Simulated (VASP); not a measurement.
Ti3Si4Ni, 8 atoms in the cell. It takes space group Pmm2 (No. 25, orthorhombic). Conventional cell: a = 3.638 Å, b = 6.833 Å, c = 4.603 Å, α = 90.00°, β = 90.00°, γ = 90.00°. Ti (site symmetry mm2) has 8 Si at 2.57 to 2.88 Å and 4 Ni at 2.86 to 3.01 Å within 3.4 Å. Within 3.5 Å of Ti (site symmetry mm2) lie 8 Si at 2.67 to 2.90 Å and 4 Ti at 2.90 to 2.97 Å and 2 Ni at 3.46 Å. Ti (site symmetry mm2) has 6 Si at 2.52 to 2.62 Å and 4 Ti at 2.90 to 2.97 Å within 3.3 Å. Si (site symmetry m) has 2 Ni at 2.38 Å and 3 Si at 2.54 to 3.07 Å and 5 Ti at 2.62 to 2.88 Å within 3.1 Å. Within 3.2 Å of Si (site symmetry m) lie 1 Ni at 2.40 Å and 6 Ti at 2.52 to 2.90 Å and 2 Si at 2.54 Å. Ni (site symmetry mm2) has 6 Si at 2.38 to 2.40 Å and 4 Ti at 2.86 to 3.01 Å within 3.1 Å. 

```yaml
Program: VASP 6.6.1
Task: single point
Functional: PBE
Potentials_or_basis: VASP PAW PBE potentials, release 64 (Ti_sv, Si, Ni)
Cutoff: 520 eV
k_mesh: 6 × 4 × 4
Occupations: gaussian, width 0.1 eV
Spin: collinear spin, ferromagnetic start
Starting_moments: "[0.0, 0.0, 0.0, 0.0, 0.0, 0.0, 0.0, 2.0] μB"
Dipole_correction: no
Further_INCAR_settings: ALGO = Normal; EDIFF = 1e-06; NBANDS = 45
```

Potentials or basis: VASP PAW PBE potentials, release 64 (Ti_sv, Si, Ni).

Command:

```sh
$ cat potpaw_PBE.64/Ti_sv/POTCAR potpaw_PBE.64/Si/POTCAR potpaw_PBE.64/Ni/POTCAR > POTCAR
$ mpirun -np 1 vasp_std > vasp.out
```

Hardware: 1 thread of AMD EPYC 7R43 64-Core Processor (Zen 3), on a shared host.

Task: How long does it take, and how much memory?

Result: Wall time 14 min on 1 thread of AMD EPYC 7R43 64-Core Processor (Zen 3), on a shared host, peak memory 0.4 GiB. Counts: scf iterations 19, k points 36.
